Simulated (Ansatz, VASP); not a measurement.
NbCd3: VASP beside Ansatz

```xyz
4
Lattice="4.2150 0.0000 0.0000 0.0000 4.2150 0.0000 0.0000 0.0000 4.2150" Properties=species:S:1:pos:R:3 pbc="T T T"
Nb    0.0000    0.0000    0.0000
Cd    0.0000    2.1075    2.1075
Cd    2.1075    0.0000    2.1075
Cd    2.1075    2.1075    0.0000
```

Alike in both runs: task electric field gradients; functional PBE; k mesh 8 × 8 × 8; occupations fermi-dirac, width 0.03 eV; no spin polarisation.

```csv
,VASP,Ansatz
version,VASP 6.6.1,Ansatz 0.2.0
potentials or method,"VASP PAW PBE potentials, release 64 (Nb_sv, Cd)","PAW with Ansatz's default frozen-core files, scalar-relativistic"
plane-wave cutoff (eV),520,420
valence electrons in the cell,49,73
```

|  | VASP | Ansatz | Ansatz less VASP |
| --- | --- | --- | --- |
| pressure (GPa) | 7.7 | 7.2 | -0.53 |
| size of Vzz on the site where it differs most (V/Å²) | 112.3 | 117.9 | +5.62 |

VASP's potentials hold 49 valence electrons a cell and Ansatz's 73, so a difference there can come from the potentials and not from the codes.
